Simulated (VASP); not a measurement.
# Y2CdO4 (P1) in VASP: single point with PBEsol

Aim: the single point of Y2CdO4 with PBEsol.

All numbers are computed with VASP 6.6.1; they aren't measurements. Logs are shortened: lines on timing, memory, paths and dates and some standing lists are left out, and cuts for length are marked.

### Step 1. The cell of the first run

The typed cell holds 7 atoms: a = 5.405 Å, b = 5.668 Å, c = 3.380 Å, α = 89.98°, β = 90.00°, γ = 88.16°.

### Step 2. Single point, PBEsol

The input, INCAR:

```
SYSTEM = Y2CdO4
PREC = Accurate
ENCUT = 600
EDIFF = 1E-6
ISMEAR = -1
SIGMA = 0.05
LREAL = .False.
LASPH = .True.
NELM = 120
ALGO = Normal
ISIF = 2
LWAVE = .False.
LCHARG = .True.
GGA = PS
LELF = .True.
LVHAR = .True.
NBANDS = 42
GGA_COMPAT = .False.
```

The input, KPOINTS:

```
Automatic mesh
0
Gamma
  4 4 6
  0 0 0
```

The input, POSCAR:

```
Y2CdO4
1.0
    5.4042503937      0.0901438843     -0.0004753324
    0.0877224201      5.6668423008      0.0038472017
    0.0002873276     -0.0013767098      3.3803785037
Y Cd O
2 1 4
Direct
    0.4951695319     -0.0065112738      0.7003356309
   -0.0047563322      0.4935650494      0.2003619263
   -0.0048294615     -0.0064062773      0.2002904098
    0.1526884460      0.7246890669     -0.2996715269
    0.3162985487      0.2021430510      0.2002716986
    0.6741703549      0.7849063628      0.2004157273
    0.8378031885      0.2624297741     -0.2996400828
```

Potentials or basis: VASP PAW PBE potentials, release 64 (Y_sv, Cd_sv_GW, O).

Command:

```console
$ cat potpaw_PBE.64/Y_sv/POTCAR potpaw_PBE.64/Cd_sv_GW/POTCAR potpaw_PBE.64/O/POTCAR > POTCAR
$ mpirun -np 1 vasp_std > vasp.out
```

OUTCAR:

```text
SYSTEM = Y2CdO4
   PREC = Accurate
   ENCUT = 600
   EDIFF = 1E-6
   ISMEAR = -1
   LREAL = .False.
   LASPH = .True.
   NELM = 120
   ISIF = 2
   GGA = PS

 ion  position               nearest neighbor table
   1  0.495  0.993  0.700-   5 2.26   6 2.26   5 2.26   6 2.26   4 2.43   7 2.44   3 3.19   3 3.19
                             3 3.19   3 3.19   2 4.21   2 4.21   2 4.21   2 4.21   2 4.32   2 4.32
   2  0.995  0.494  0.200-   7 2.32   4 2.32   4 2.32   7 2.32   6 2.36   5 2.36   3 2.83   3 2.83
                             1 4.21   1 4.21   1 4.21   1 4.21   1 4.32   1 4.32   1 4.32   1 4.32
   3  0.995  0.994  0.200-   6 2.13   5 2.13   2 2.83   2 2.83   1 3.19   1 3.19   1 3.19   1 3.19

   4  0.153  0.725  0.700-   2 2.32   2 2.32   1 2.43
   5  0.316  0.202  0.200-   3 2.13   1 2.26   1 2.26   2 2.36
   6  0.674  0.785  0.200-   3 2.13   1 2.26   1 2.26   2 2.36
   7  0.838  0.262  0.700-   2 2.32   2 2.32   1 2.44

  LATTYP: Found a triclinic cell.
 ALAT       =     6.5998658853
 B/A-ratio  =     1.2055431310
 C/A-ratio  =     0.5121890134
 COS(alpha) =     0.0001877804
 COS(beta)  =     0.5124233744
 COS(gamma) =     0.6305452336

  Lattice vectors:

 A1 = (  -0.0880097477,  -5.6654655910,  -3.3842257054)
 A2 = (  -5.4919728138,  -5.7569861851,  -0.0033718693)
 A3 = (  -0.0002873276,   0.0013767098,  -3.3803785037)

Analysis of symmetry for initial positions (statically):
=====================================================================
 Subroutine PRICEL returns:
 Original cell was already a primitive cell.

 Routine SETGRP: Setting up the symmetry group for a
 triclinic supercell.

 Subroutine GETGRP returns: Found  1 space group operations
 (whereof  1 operations were pure point group operations)
 out of a pool of  2 trial point group operations.

The static configuration has the point symmetry C_1 .

Analysis of symmetry for dynamics (positions and initial velocities):
=====================================================================
 Subroutine PRICEL returns:
 Original cell was already a primitive cell.

 Routine SETGRP: Setting up the symmetry group for a
 triclinic supercell.

 Subroutine GETGRP returns: Found  1 space group operations
 (whereof  1 operations were pure point group operations)
 out of a pool of  2 trial point group operations.

The dynamic configuration has the point symmetry C_1 .

 Subroutine INISYM returns: Found  1 space group operations
 (whereof  1 operations are pure point group operations),
 and found     1 'primitive' translations

----------------------------------------------------------------------------------------

                                     Primitive cell

  volume of cell :     103.4975

  direct lattice vectors                    reciprocal lattice vectors
     5.404250394  0.090143884 -0.000475332     0.185087328 -0.002865131 -0.000016899
     0.087722420  5.666842301  0.003847202    -0.002944223  0.176510646  0.000072137
     0.000287328 -0.001376710  3.380378504     0.000029377 -0.000201289  0.295824776

  length of vectors
     5.405002171  5.667522535  3.380378796     0.185109504  0.176535214  0.295824846

  position of ions in fractional coordinates (direct lattice)
     0.495169532  0.993488726  0.700335631
     0.995243668  0.493565049  0.200361926
     0.995170538  0.993593723  0.200290410
     0.152688446  0.724689067  0.700328473
     0.316298549  0.202143051  0.200271699
     0.674170355  0.784906363  0.200415727
     0.837803188  0.262429774  0.700359917

  ion indices of the primitive-cell ions
   primitive index   ion index
                 1           1
                 2           2
                 3           3
                 4           4
                 5           5
                 6           6
                 7           7

----------------------------------------------------------------------------------------

 KPOINTS: Automatic mesh

Automatic generation of k-mesh.
 Grid dimensions read from file:
 generate k-points for:    4    4    6

 Generating k-lattice:

  Cartesian coordinates                     Fractional coordinates (reciprocal lattice)
     0.046271832 -0.000716283 -0.000004225     0.250000000 -0.000000000 -0.000000000
    -0.000736056  0.044127662  0.000018034    -0.000000000  0.250000000  0.000000000
     0.000004896 -0.000033548  0.049304129    -0.000000000  0.000000000  0.166666667

  Length of vectors
     0.046277376  0.044133804  0.049304141

  Shift w.r.t. Gamma in fractional coordinates (k-lattice)
     0.000000000  0.000000000  0.000000000

 Subroutine IBZKPT returns following result:
 ===========================================

 Found     52 irreducible k-points:

 Following reciprocal coordinates:
            Coordinates               Weight
  0.000000  0.000000  0.000000      1.000000
  0.250000 -0.000000  0.000000      2.000000
  0.500000 -0.000000  0.000000      1.000000
  0.000000  0.250000  0.000000      2.000000
  0.250000  0.250000  0.000000      2.000000
  0.500000  0.250000  0.000000      2.000000
[... 16 lines left out ...]
  0.000000 -0.250000  0.166667      2.000000
  0.250000 -0.250000  0.166667      2.000000
 [... further k-points ...]
   k-points           NKPTS =     52   k-points in BZ     NKDIM =     52   number of bands    NBANDS=     42
   number of dos      NEDOS =    301   number of ions     NIONS =      7
   total plane-waves  NPLWV =  64512
   dimension x,y,z NGX =    48 NGY =   48 NGZ =   28
   dimension x,y,z NGXF=    96 NGYF=   96 NGZF=   56
   ions per type =               2   1   4
   NGX,Y,Z   is equivalent  to a cutoff of  14.76, 14.08, 13.77 a.u.
   NGXF,Y,Z  is equivalent  to a cutoff of  29.53, 28.16, 27.54 a.u.
 SYSTEM =  Y2CdO4
   PREC   = accura    normal or accurate (medium, high low for compatibility)
   ISTART =      0    job   : 0-new  1-cont  2-samecut
   ICHARG =      2    charge: 1-file 2-atom 10-const
   ISPIN  =      1    spin polarized calculation?
   LNONCOLLINEAR =      F non collinear calculations
   LSORBIT =      F    spin-orbit coupling
   LASPH  =      T    aspherical Exc in radial PAW
   ENCUT  =  600.0 eV  44.10 Ry    6.64 a.u.  10.80 11.32  6.75*2*pi/ulx,y,z
   NELM   =    120;   NELMIN=  2; NELMDL= -5     # of ELM steps
   EDIFF  = 0.1E-05   stopping-criterion for ELM
   LREAL  =      F    real-space projection
   EDIFFG = 0.1E-04   stopping-criterion for IOM
   NSW    =      0    number of steps for IOM
   IBRION =     -1    ionic relax: 0-MD 1-quasi-New 2-CG
   NFREE  =      0    steps in history (QN), initial steepest desc. (CG)
   ISIF   =      2    stress and relaxation
   ISYM   =      2    0-nonsym 1-usesym 2-fastsym
   POTIM  = 0.5000    time-step for ionic-motion
   TEBEG  =    0.0;   TEEND  =   0.0 temperature during run
   PSTRESS=    0.0 pullay stress
   NELECT =      66.0000    total number of electrons
   NUPDOWN=      -1.0000    fix difference up-down
   EMIN   =  10.00;   EMAX   =-10.00  energy-range for DOS
   EFERMI =   0.00;   METHOD = LEGACY
   ISMEAR =    -1;   SIGMA  =   0.05  broadening in eV -4-tet -1-fermi 0-gaus
   EFERMI_NEDOS =   21; number of points for ismear=-14 and -15
   IALGO  =     38    algorithm
   IMIX   =      4    mixing-type and parameters
     AMIX     =   0.40;   BMIX     =  1.00
     AMIX_MAG =   1.60;   BMIX_MAG =  1.00
  volume/ion in A,a.u.               =      14.79        99.78
  Fermi-wavevector in a.u.,A,eV,Ry     =   1.409114  2.662840 27.015765  1.985603
  Thomas-Fermi vector in A             =   2.531203
   LORBIT       =      0    0 simple, 1 ext, 2 COOP (PROOUT), +10 PAW based schemes
   GGA     = PS    functional components
   LHFCALC =     F    Hartree Fock is set to
   AEXX    =    0.0000 exact exchange contribution
   IVDW    =     0    specifies the selected vdW correction
   LEPSILON=     F    determine dielectric tensor
   LRPA    =     F    only Hartree local field effects (RPA)
 non-spin polarized calculation
  energy-cutoff  :      600.00
  volume of cell :      103.50
 maximum number of plane-waves:      3472
 NGX is ok and might be reduce to    48
   NGX = 21   NGY = 23   NGZ = 13

 number of electron      66.0000005 magnetization

 Free energy of the ion-electron system (eV)
  ---------------------------------------------------
  ext. energy  EPLUGINS =         0.00000000
  ---------------------------------------------------
  free energy    TOTEN  =       -54.46723888 eV

  energy without entropy =      -54.46723888  energy(sigma->0) =      -54.46723888

 E-fermi :   3.5906     XC(G=0): -10.6930

 val. band max:        2.4430883540   @ k =   0.0000   0.0000   0.0000
 cond. band min:       5.0070563138   @ k =   0.0000   0.0000   0.0000
 fundamental gap:      2.5639679598
 Fermi energy:         3.5905918321

 k-point     1 :       0.0000    0.0000    0.0000
  band No.  band energies     occupation
      1     -98.3400      2.00000
      2     -59.5442      2.00000
      3     -59.4268      2.00000
      4     -59.4133      2.00000
      5     -38.1049      2.00000
      6     -37.8744      2.00000
[... 34 lines left out ...]
     41       9.1635      0.00000
     42       9.6864      0.00000

 k-point     2 :       0.2500   -0.0000    0.0000
  band No.  band energies     occupation
      1     -98.3400      2.00000
      2     -59.5442      2.00000
      3     -59.4267      2.00000
      4     -59.4133      2.00000
      5     -38.1047      2.00000
      6     -37.8744      2.00000
[... 34 lines left out ...]
     41       8.9362      0.00000
     42       9.8005      0.00000

 k-point     3 :       0.5000   -0.0000    0.0000
  band No.  band energies     occupation
      1     -98.3400      2.00000
      2     -59.5442      2.00000
      3     -59.4268      2.00000
      4     -59.4133      2.00000
      5     -38.1046      2.00000
      6     -37.8744      2.00000
[... 897 lines left out ...]
      4     -59.4132      2.00000
      5     -38.0908      2.00000
      6     -37.8598      2.00000
[... 34 lines left out ...]
     41       9.5045      0.00000
     42      10.0567      0.00000

 k-point    24 :       0.2500   -0.2500    0.1667
  band No.  band energies     occupation
      1     -98.3399      2.00000
      2     -59.5441      2.00000
      3     -59.4284      2.00000
      4     -59.4132      2.00000
      5     -38.0907      2.00000
      6     -37.8598      2.00000
[... 34 lines left out ...]
     41       9.4949      0.00000
     42      10.0992      0.00000

 [... further k-points ...]

------------------------ aborting loop because EDIFF is reached ----------------------------------------

  FORCE on cell =-STRESS in cart. coord.  units (eV):
  Direction    XX          YY          ZZ          XY          YZ          ZX
  --------------------------------------------------------------------------------------
  -------------------------------------------------------------------------------------
  Total       -0.1677812     -0.1651333     -0.1678504      0.0288813     -0.0076705      0.0010546
  in kB       -2.5973108     -2.5563213     -2.5983819      0.4470922     -0.1187413      0.0163258
  external PRESSURE =      -2.5840047 kB  Pullay stress =       0.0000000 kB

 VOLUME and BASIS-vectors are now :
 -----------------------------------------------------------------------------
  energy-cutoff  :      600.00
  volume of cell :      103.50
      direct lattice vectors                 reciprocal lattice vectors
     5.404250394  0.090143884 -0.000475332     0.185087328 -0.002865131 -0.000016899
     0.087722420  5.666842301  0.003847202    -0.002944223  0.176510646  0.000072137
     0.000287328 -0.001376710  3.380378504     0.000029377 -0.000201289  0.295824776

 POSITION                                       TOTAL-FORCE (eV/Angst)
 -----------------------------------------------------------------------------------
      2.76337      5.67362      2.37099         0.000523      0.000404     -0.000201
      5.42190      2.88639      0.67872         0.000221      0.000225     -0.000136
      5.46537      5.71997      0.68041        -0.000110     -0.000111      0.000427
      0.88894      4.11950      2.37009        -0.003960      0.000448      0.000043
      1.72715      1.17375      0.67762         0.009669      0.011659      0.000009
      3.71230      4.50844      0.68018        -0.010087     -0.012129     -0.000054
      4.55092      1.56171      2.36809         0.003745     -0.000496     -0.000088
 -----------------------------------------------------------------------------------
    total drift:                               -0.000529     -0.000186      0.001118

  FREE ENERGIE OF THE ION-ELECTRON SYSTEM (eV)
  ---------------------------------------------------
  free  energy   TOTEN  =       -54.4672388803 eV

  energy  without entropy=      -54.4672388803  energy(sigma->0) =      -54.46723888
```

It took 4.5 min on 1 thread of Intel Xeon Platinum 8488C (Sapphire Rapids), shared host; peak memory 0.46 GiB.

Results:

| Item | Value |
| --- | --- |
| Free energy | -54.4672 eV |
| Pressure | -0.3 GPa |
| Largest force | 0.016 eV/Å |
| Band gap on the k mesh | 2.56 eV |

Forces on the atoms (eV/Å):
```
Y    0.001  0.000  0.000
Y    0.000  0.000  0.000
Cd   0.000  0.000  0.000
O   -0.004  0.000  0.000
O    0.010  0.012  0.000
O   -0.010 -0.012  0.000
O    0.004  0.000  0.000
```

Caveat: the PAW data sets were made with another functional, which shifts forces and pressure a little.
